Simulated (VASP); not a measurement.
# InSb3 in VASP: notebook

Runs on InSb3. Level: PBEsol. Tasks: single point.

All numbers are computed with VASP 6.6.1; they aren't measurements. Logs are shortened: lines on timing, memory, paths and dates and some standing lists are left out, and cuts for length are marked.

## 1. The cell of the first run

It takes space group Fm-3m (No. 225, cubic). Conventional cell: a = 7.589 Å, b = 7.589 Å, c = 7.589 Å, α = 90.00°, β = 90.00°, γ = 90.00°. Within 4.3 Å of Sb (site symmetry m-3m) lie 8 Sb at 3.29 Å and 6 In at 3.79 Å. Within 4.3 Å of Sb (site symmetry -43m) lie 4 In at 3.29 Å and 10 Sb at 3.29 to 3.79 Å. Within 4.3 Å of In (site symmetry m-3m) lie 14 Sb at 3.29 to 3.79 Å.

## 2. Single point, PBEsol

Contents of INCAR:

```
SYSTEM = InSb3
PREC     = Accurate       ! precision mode
ENCUT    = 500            ! plane-wave cutoff, eV
EDIFF    = 1E-6           ! SCF threshold, eV
ISMEAR   = 0              ! smearing method
SIGMA    = 0.02           ! smearing width, eV
LREAL    = .False.        ! projectors in reciprocal space
LASPH    = .True.         ! aspherical terms in the spheres
NELM     = 120            ! most SCF steps
ALGO     = Normal         ! electronic algorithm
ISIF     = 2              ! what is computed and relaxed
LWAVE    = .False.        ! write WAVECAR
LCHARG   = .False.        ! write CHGCAR
GGA      = PS             ! functional
NBANDS   = 22             ! bands
GGA_COMPAT= .False.
```

Contents of KPOINTS:

```
Automatic mesh
0
Gamma
  6 6 6
  0 0 0
```

Contents of POSCAR:

```
InSb3
1.0
    0.0000000000      3.7945550000      3.7945550000
    3.7945550000      0.0000000000      3.7945550000
    3.7945550000      3.7945550000      0.0000000000
Sb In
3 1
Direct
    0.5000000000      0.5000000000      0.5000000000
    0.7500000000      0.7500000000      0.7500000000
    0.2500000000      0.2500000000      0.2500000000
    0.0000000000      0.0000000000      0.0000000000
```

Potentials or basis: VASP PAW PBE potentials, release 64 (Sb, In_d).

Command:

```bash
$ cat potpaw_PBE.64/Sb/POTCAR potpaw_PBE.64/In_d/POTCAR > POTCAR
$ mpirun -np 1 vasp_std > vasp.out
```

OUTCAR:

```text
SYSTEM = InSb3
   PREC = Accurate
   ENCUT = 500
   EDIFF = 1E-6
   ISMEAR = 0
   LREAL = .False.
   LASPH = .True.
   NELM = 120
   ISIF = 2
   GGA = PS

 ion  position               nearest neighbor table
   1  0.500  0.500  0.500-   2 3.29   3 3.29   3 3.29   3 3.29   3 3.29   2 3.29   2 3.29   2 3.29
                             4 3.79   4 3.79   4 3.79   4 3.79   4 3.79   4 3.79
   2  0.750  0.750  0.750-   1 3.29   4 3.29   1 3.29   1 3.29   1 3.29   4 3.29   4 3.29   4 3.29

   3  0.250  0.250  0.250-   1 3.29   4 3.29   4 3.29   4 3.29   4 3.29   1 3.29   1 3.29   1 3.29

   4  0.000  0.000  0.000-   2 3.29   3 3.29   2 3.29   2 3.29   2 3.29   3 3.29   3 3.29   3 3.29
                             1 3.79   1 3.79   1 3.79   1 3.79   1 3.79   1 3.79

  LATTYP: Found a face centered cubic cell.
 ALAT       =     7.5891100000

  Lattice vectors:

 A1 = (   0.0000000000,   3.7945550000,   3.7945550000)
 A2 = (   3.7945550000,   0.0000000000,   3.7945550000)
 A3 = (   3.7945550000,   3.7945550000,   0.0000000000)

Analysis of symmetry for initial positions (statically):
=====================================================================
 Subroutine PRICEL returns:
 Original cell was already a primitive cell.

 Routine SETGRP: Setting up the symmetry group for a
 face centered cubic supercell.

 Subroutine GETGRP returns: Found 48 space group operations
 (whereof 48 operations were pure point group operations)
 out of a pool of 48 trial point group operations.

The static configuration has the point symmetry O_h .

Analysis of symmetry for dynamics (positions and initial velocities):
=====================================================================
 Subroutine PRICEL returns:
 Original cell was already a primitive cell.

 Routine SETGRP: Setting up the symmetry group for a
 face centered cubic supercell.

 Subroutine GETGRP returns: Found 48 space group operations
 (whereof 48 operations were pure point group operations)
 out of a pool of 48 trial point group operations.

The dynamic configuration has the point symmetry O_h .

 Subroutine INISYM returns: Found 48 space group operations
 (whereof 48 operations are pure point group operations),
 and found     1 'primitive' translations

----------------------------------------------------------------------------------------

                                     Primitive cell

  volume of cell :     109.2729

  direct lattice vectors                    reciprocal lattice vectors
     0.000000000  3.794555000  3.794555000    -0.131767757  0.131767757  0.131767757
     3.794555000  0.000000000  3.794555000     0.131767757 -0.131767757  0.131767757
     3.794555000  3.794555000  0.000000000     0.131767757  0.131767757 -0.131767757

  length of vectors
     5.366311144  5.366311144  5.366311144     0.228228449  0.228228449  0.228228449

  position of ions in fractional coordinates (direct lattice)
     0.500000000  0.500000000  0.500000000
     0.750000000  0.750000000  0.750000000
     0.250000000  0.250000000  0.250000000
     0.000000000  0.000000000  0.000000000

  ion indices of the primitive-cell ions
   primitive index   ion index
                 1           1
                 2           2
                 3           3
                 4           4

----------------------------------------------------------------------------------------

 KPOINTS: Automatic mesh

Automatic generation of k-mesh.
 Grid dimensions read from file:
 generate k-points for:    6    6    6

 Generating k-lattice:

  Cartesian coordinates                     Fractional coordinates (reciprocal lattice)
    -0.021961293  0.021961293  0.021961293     0.166666667  0.000000000  0.000000000
     0.021961293 -0.021961293  0.021961293     0.000000000  0.166666667  0.000000000
     0.021961293  0.021961293 -0.021961293     0.000000000  0.000000000  0.166666667

  Length of vectors
     0.038038075  0.038038075  0.038038075

  Shift w.r.t. Gamma in fractional coordinates (k-lattice)
     0.000000000  0.000000000  0.000000000

 Subroutine IBZKPT returns following result:
 ===========================================

 Found     16 irreducible k-points:

 Following reciprocal coordinates:
            Coordinates               Weight
  0.000000  0.000000  0.000000      1.000000
  0.166667  0.000000  0.000000      8.000000
  0.333333  0.000000  0.000000      8.000000
  0.500000  0.000000  0.000000      4.000000
  0.166667  0.166667  0.000000      6.000000
  0.333333  0.166667  0.000000     24.000000
[... 8 lines left out ...]
 -0.333333  0.333333  0.166667     24.000000
 -0.333333  0.500000  0.166667     12.000000
   k-points           NKPTS =     16   k-points in BZ     NKDIM =     16   number of bands    NBANDS=     22
   number of dos      NEDOS =    301   number of ions     NIONS =      4
   total plane-waves  NPLWV =  64000
   dimension x,y,z NGX =    40 NGY =   40 NGZ =   40
   dimension x,y,z NGXF=    80 NGYF=   80 NGZF=   80
   ions per type =               3   1
   NGX,Y,Z   is equivalent  to a cutoff of  12.39, 12.39, 12.39 a.u.
   NGXF,Y,Z  is equivalent  to a cutoff of  24.78, 24.78, 24.78 a.u.
 SYSTEM =  InSb3
   PREC   = accura    normal or accurate (medium, high low for compatibility)
   ISTART =      0    job   : 0-new  1-cont  2-samecut
   ICHARG =      2    charge: 1-file 2-atom 10-const
   ISPIN  =      1    spin polarized calculation?
   LNONCOLLINEAR =      F non collinear calculations
   LSORBIT =      F    spin-orbit coupling
   LASPH  =      T    aspherical Exc in radial PAW
   ENCUT  =  500.0 eV  36.75 Ry    6.06 a.u.   9.78  9.78  9.78*2*pi/ulx,y,z
   NELM   =    120;   NELMIN=  2; NELMDL= -5     # of ELM steps
   EDIFF  = 0.1E-05   stopping-criterion for ELM
   LREAL  =      F    real-space projection
   EDIFFG = 0.1E-04   stopping-criterion for IOM
   NSW    =      0    number of steps for IOM
   IBRION =     -1    ionic relax: 0-MD 1-quasi-New 2-CG
   NFREE  =      0    steps in history (QN), initial steepest desc. (CG)
   ISIF   =      2    stress and relaxation
   ISYM   =      2    0-nonsym 1-usesym 2-fastsym
   POTIM  = 0.5000    time-step for ionic-motion
   TEBEG  =    0.0;   TEEND  =   0.0 temperature during run
   PSTRESS=    0.0 pullay stress
   NELECT =      28.0000    total number of electrons
   NUPDOWN=      -1.0000    fix difference up-down
   EMIN   =  10.00;   EMAX   =-10.00  energy-range for DOS
   EFERMI =   0.00;   METHOD = LEGACY
   ISMEAR =     0;   SIGMA  =   0.02  broadening in eV -4-tet -1-fermi 0-gaus
   EFERMI_NEDOS =   21; number of points for ismear=-14 and -15
   IALGO  =     38    algorithm
   IMIX   =      4    mixing-type and parameters
     AMIX     =   0.40;   BMIX     =  1.00
     AMIX_MAG =   1.60;   BMIX_MAG =  1.00
  volume/ion in A,a.u.               =      27.32       184.35
  Fermi-wavevector in a.u.,A,eV,Ry     =   1.039816  1.964968 14.710866  1.081218
  Thomas-Fermi vector in A             =   2.174364
   LORBIT       =      0    0 simple, 1 ext, 2 COOP (PROOUT), +10 PAW based schemes
   GGA     = PS    functional components
   LHFCALC =     F    Hartree Fock is set to
   AEXX    =    0.0000 exact exchange contribution
   IVDW    =     0    specifies the selected vdW correction
   LEPSILON=     F    determine dielectric tensor
   LRPA    =     F    only Hartree local field effects (RPA)
 non-spin polarized calculation
 Gauss-broadening in eV      SIGMA  =   0.02
  energy-cutoff  :      500.00
  volume of cell :      109.27
 maximum number of plane-waves:      2798
   NGX = 19   NGY = 19   NGZ = 19

 number of electron      27.9999991 magnetization

 Free energy of the ion-electron system (eV)
  ---------------------------------------------------
  ext. energy  EPLUGINS =         0.00000000
  ---------------------------------------------------
  free energy    TOTEN  =       -16.02340753 eV

  energy without entropy =      -16.02085169  energy(sigma->0) =      -16.02212961

 E-fermi :   7.9819     XC(G=0): -10.2529

 val. band max:        7.9815643798   @ k =   0.3333   0.1667   0.0000
 cond. band min:       7.9933213470   @ k =   0.5000   0.1667   0.0000
 fundamental gap:      0.0117569672
 Fermi energy:         7.9819384990

 k-point     1 :       0.0000    0.0000    0.0000
  band No.  band energies     occupation
      1      -6.6737      2.00000
      2      -6.6737      2.00000
      3      -6.6737      2.00000
      4      -6.6429      2.00000
      5      -6.6429      2.00000
      6      -4.4134      2.00000
[... 14 lines left out ...]
     21      14.5132      0.00000
     22      14.5132      0.00000

 k-point     2 :       0.1667    0.0000    0.0000
  band No.  band energies     occupation
      1      -6.6772      2.00000
      2      -6.6722      2.00000
      3      -6.6722      2.00000
      4      -6.6434      2.00000
      5      -6.6434      2.00000
      6      -4.2085      2.00000
[... 14 lines left out ...]
     21      12.9151      0.00000
     22      14.0145      0.00000

 k-point     3 :       0.3333    0.0000    0.0000
  band No.  band energies     occupation
      1      -6.6850      2.00000
      2      -6.6695      2.00000
      3      -6.6695      2.00000
      4      -6.6439      2.00000
      5      -6.6439      2.00000
      6      -3.6121      2.00000
[... 14 lines left out ...]
     21      12.3425      0.00000
     22      14.0080      0.00000

 k-point     4 :       0.5000    0.0000    0.0000
  band No.  band energies     occupation
      1      -6.6893      2.00000
      2      -6.6684      2.00000
      3      -6.6684      2.00000
      4      -6.6439      2.00000
      5      -6.6439      2.00000
      6      -2.9516      2.00000
[... 14 lines left out ...]
     21      13.4981      0.00000
     22      16.1295      0.00000

 k-point     5 :       0.1667    0.1667    0.0000
  band No.  band energies     occupation
      1      -6.6797      2.00000
      2      -6.6708      2.00000
      3      -6.6708      2.00000
      4      -6.6453      2.00000
      5      -6.6422      2.00000
      6      -4.1399      2.00000
[... 14 lines left out ...]
     21      13.4112      0.00000
     22      13.5024      0.00000

 k-point     6 :       0.3333    0.1667    0.0000
  band No.  band energies     occupation
      1      -6.6847      2.00000
      2      -6.6697      2.00000
      3      -6.6679      2.00000
      4      -6.6473      2.00000
      5      -6.6422      2.00000
      6      -3.6701      2.00000
[... 14 lines left out ...]
     21      12.6406      0.00000
     22      13.3495      0.00000

 k-point     7 :       0.5000    0.1667    0.0000
  band No.  band energies     occupation
      1      -6.6866      2.00000
      2      -6.6714      2.00000
      3      -6.6665      2.00000
      4      -6.6472      2.00000
      5      -6.6431      2.00000
      6      -2.9060      2.00000
[... 124 lines left out ...]
      6      -2.4244      2.00000
[... 14 lines left out ...]
     21      12.9285      0.00000
     22      15.3040      0.00000

 k-point    13 :       0.5000    0.5000    0.0000
  band No.  band energies     occupation
      1      -6.6980      2.00000
      2      -6.6615      2.00000
      3      -6.6615      2.00000
      4      -6.6559      2.00000
      5      -6.6402      2.00000
      6      -2.2202      2.00000
[... 14 lines left out ...]
     21      12.8476      0.00000
     22      13.1952      0.00000

 k-point    14 :       0.5000    0.3333    0.1667
  band No.  band energies     occupation
      1      -6.6861      2.00000
      2      -6.6718      2.00000
      3      -6.6649      2.00000
      4      -6.6495      2.00000
      5      -6.6426      2.00000
      6      -3.0874      2.00000
[... 14 lines left out ...]
     21      12.6298      0.00000
     22      13.8621      0.00000

 k-point    15 :      -0.3333    0.3333    0.1667
  band No.  band energies     occupation
      1      -6.6825      2.00000
      2      -6.6775      2.00000
      3      -6.6634      2.00000
      4      -6.6501      2.00000
      5      -6.6433      2.00000
      6      -2.4094      2.00000
[... 14 lines left out ...]
     21      12.7977      0.00000
     22      15.4374      0.00000

 k-point    16 :      -0.3333    0.5000    0.1667
  band No.  band energies     occupation
      1      -6.6895      2.00000
      2      -6.6713      2.00000
      3      -6.6615      2.00000
      4      -6.6531      2.00000
      5      -6.6421      2.00000
      6      -1.9622      2.00000
[... 14 lines left out ...]
     21      12.1914      0.00000
     22      14.6032      0.00000

------------------------ aborting loop because EDIFF is reached ----------------------------------------

  FORCE on cell =-STRESS in cart. coord.  units (eV):
  Direction    XX          YY          ZZ          XY          YZ          ZX
  --------------------------------------------------------------------------------------
  -------------------------------------------------------------------------------------
  Total       -2.1775252     -2.1775252     -2.1775252      0.0000000     -0.0000000      0.0000000
  in kB      -31.9272279    -31.9272279    -31.9272279      0.0000000     -0.0000000      0.0000000
  external PRESSURE =     -31.9272279 kB  Pullay stress =       0.0000000 kB

 VOLUME and BASIS-vectors are now :
 -----------------------------------------------------------------------------
  energy-cutoff  :      500.00
  volume of cell :      109.27
      direct lattice vectors                 reciprocal lattice vectors
     0.000000000  3.794555000  3.794555000    -0.131767757  0.131767757  0.131767757
     3.794555000  0.000000000  3.794555000     0.131767757 -0.131767757  0.131767757
     3.794555000  3.794555000  0.000000000     0.131767757  0.131767757 -0.131767757

 POSITION                                       TOTAL-FORCE (eV/Angst)
 -----------------------------------------------------------------------------------
      3.79455      3.79455      3.79455         0.000000     -0.000000     -0.000000
      5.69183      5.69183      5.69183         0.000000      0.000000      0.000000
      1.89728      1.89728      1.89728        -0.000000     -0.000000     -0.000000
      0.00000      0.00000      0.00000         0.000000     -0.000000     -0.000000
 -----------------------------------------------------------------------------------
    total drift:                               -0.000000      0.000000      0.000000

  FREE ENERGIE OF THE ION-ELECTRON SYSTEM (eV)
  ---------------------------------------------------
  free  energy   TOTEN  =       -16.0234075293 eV

  energy  without entropy=      -16.0208516927  energy(sigma->0) =      -16.02212961
```

It took 61 s on 1 thread of Intel Xeon 8259CL, shared host; peak memory 0.25 GiB.

What came out:

```
Free energy            : -16.0234 eV
Pressure               : -3.2 GPa
Band gap on the k mesh : zero (band 14 reaches 8.90 eV, above the bottom of band 15 at 5.45 eV)
```

Caveat: the PAW data sets were made with another functional, which shifts forces and pressure a little; spin-orbit coupling is left out, which moves the levels of the heavy elements.

## 3. Single point, PBEsol

Contents of INCAR:

```
SYSTEM = InSb3
PREC = Accurate
ENCUT = 500
EDIFF = 1E-6
ISMEAR = 0
SIGMA = 0.02
LREAL = .FALSE.
LASPH = .TRUE.
NELM = 120
ALGO = Normal
ISIF = 2
LWAVE = .FALSE.
LCHARG = .FALSE.
GGA = PS
NBANDS = 22
GGA_COMPAT = .FALSE.
```

Contents of KPOINTS:

```
regular mesh
0
G
  6 6 6
  0 0 0
```

Edit POSCAR of step 2 so:

```diff
@@ -11,2 +11,2 @@
     0.2500000000      0.2500000000      0.2500000000
-    0.0000000000      0.0000000000      0.0000000000
+    0.0013176776      0.0013176776     -0.0013176776
```

Potentials or basis: VASP PAW PBE potentials, release 64 (Sb, In_d).

Command:

```bash
$ cat potpaw_PBE.64/Sb/POTCAR potpaw_PBE.64/In_d/POTCAR > POTCAR
$ mpirun -np 1 vasp_std > vasp.out
```

Wall time 95 s (1 thread of Intel Xeon 8259CL, shared host); peak memory 0.27 GiB.

The run converged. Its results:

| Quantity | Value |
| --- | --- |
| Free energy | -16.0233 eV |
| Pressure | -3.2 GPa |
| Largest force | 0.015 eV/Å |
| Band gap on the k mesh | zero (band 14 reaches 8.90 eV, above the bottom of band 15 at 5.45 eV) |

Forces in eV/Å, atoms in the order of the input:
```
Sb   0.000  0.000  0.007
Sb   0.000  0.000  0.004
Sb   0.000  0.000  0.004
In   0.000  0.000 -0.015
```

Levels at points of the mesh, in eV from the Fermi level:
```
           k point  band 11  band 12  band 13  band 14  band 15  band 16  band 17  band 18
(0.00, 0.00, 0.00)    -2.62    -2.55    -2.53    -2.53    -2.53    -0.86    -0.86    -0.86
(0.50, 0.00, 0.00)    -3.57    -2.76    -2.76    -0.40    -0.26     1.77     1.77     2.88
(0.50, 0.50, 0.00)    -5.22     0.18     0.77     0.77     1.07     1.58     1.64     1.64
(0.00, 0.50, 0.50)    -5.22     0.18     0.77     0.77     1.07     1.58     1.64     1.64
```

Caveat: the PAW data sets were made with another functional, which shifts forces and pressure a little; spin-orbit coupling is left out, which moves the levels of the heavy elements.

(Part 1 of 2 ends here.)
